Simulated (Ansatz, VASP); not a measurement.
# Two plane-wave programs on NaH

INCAR

```
PREC = Accurate
ENCUT = 520
EDIFF = 1E-7
ISMEAR = 0
SIGMA = 0.02
LREAL = False
LASPH = True
NELM = 100
ALGO = Normal
ISIF = 2
LWAVE = False
LCHARG = False
GGA = PE
NBANDS = 11
```

Contents of KPOINTS:

```
Automatic mesh
0
Gamma
  8 8 8
```

The input POSCAR:

```
NaH
1.0
    0.0000000000      2.5046600000      2.5046600000
    2.5046600000      0.0000000000      2.5046600000
    2.4070600000      2.4070600000      0.0976000000
Na H
1 1
Direct
    0.0000000000      0.0000000000      0.0000000000
    0.5000000000      0.5000000000      0.5000000000
```

Input for Ansatz:

```yaml
crystal:
  lattice:
    - [0.0, 2.50466, 2.50466]
    - [2.50466, 0.0, 2.50466]
    - [2.40706, 2.40706, 0.0976]
  atoms:
    - { symbol: Na, position: [0.0, 0.0, 0.0] }
    - { symbol: H, position: [0.5, 0.5, 0.5] }
basis:
  ecutwfc: 420
kpoints:
  mp_grid: { grid: [8, 8, 8] }
hamiltonian:
  xc: pbe
scf:
  occupations: { method: gaussian, width: 0.02 }
output:
  forces: true
  stress: true
  eigenvalues: true
  write_density: true
  write_potential: true
  elf: true
  volumetric_format: npy
```

Alike in both runs: task single point; functional PBE; k mesh 8 × 8 × 8; occupations gaussian, width 0.02 eV; no spin polarisation.

|  | VASP | Ansatz |
| --- | --- | --- |
| version | VASP 6.6.1 | Ansatz 0.2.0 |
| potentials or method | VASP PAW PBE potentials, release 64 (Na_pv, H), cutoff 520 eV | scalar-relativistic, plane waves, PAW |
| valence electrons in the cell | 8 | 10 |

Ansatz gave:

| Item | Value |
| --- | --- |
| gap on the k mesh at the Fermi level (eV) | 3.56 |
| least direct gap on the mesh (eV) | 4.48 |
| pressure (GPa) | -1.0 |
| traceless stress, the component that is largest in VASP (GPa) | 0.78 |

Problem. Estimate VASP's values.

Solution. gap on the k mesh at the Fermi level (eV): 3.56; least direct gap on the mesh (eV): 4.47; pressure (GPa): -1.1; traceless stress, the component that is largest in VASP (GPa): 0.78.

With one functional, cell and mesh, what is left measures potentials, basis and numerics. VASP's potentials hold 8 valence electrons a cell and Ansatz's 10, so a difference there can come from the potentials and not from the codes.
